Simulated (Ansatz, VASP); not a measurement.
## CdF2: VASP beside Ansatz

```
Cd F
1.0
     0.00000    2.64883    2.64883
     2.25150    0.00000    2.64883
     2.25150    2.64883    0.00000
Cd F
1 2
Direct
  0.00000 0.00000 0.00000
  0.25000 0.25000 0.25000
  0.75000 0.75000 0.75000
```

Change from the starting cell: strain -0.1500 x Voigt [1, 0, 0, 0, 0, 0], atoms carried along.

Alike in both runs: task single point; functional LDA; k mesh 8 × 8 × 8; occupations gaussian, width 0.05 eV; no spin polarisation.

|  | VASP | Ansatz |
| --- | --- | --- |
| version | VASP 6.6.1 | Ansatz 0.2.0 |
| potentials or method | VASP PAW LDA potentials, release 64 (Cd, F), cutoff 520 eV | scalar-relativistic, plane waves, PAW |
| valence electrons in the cell | 26 | 34 |

VASP gave:

- gap on the k mesh at the Fermi level (eV): 2.83
- least direct gap on the mesh (eV): 3.30
- pressure (GPa): 32.9
- traceless stress, the component that is largest in VASP (GPa): 16.60

Q: What did Ansatz give for the same quantities?

A: gap on the k mesh at the Fermi level (eV): 2.86; least direct gap on the mesh (eV): 3.33; pressure (GPa): 30.0; traceless stress, the component that is largest in VASP (GPa): 17.09.

LDA's correlation is that of Perdew and Zunger in VASP and of Perdew and Wang (1992) in Ansatz. Both programs put the cell under a high pressure, so it lies far from rest at this level. VASP's potentials hold 26 valence electrons a cell and Ansatz's 34, so a difference there can come from the potentials and not from the codes.
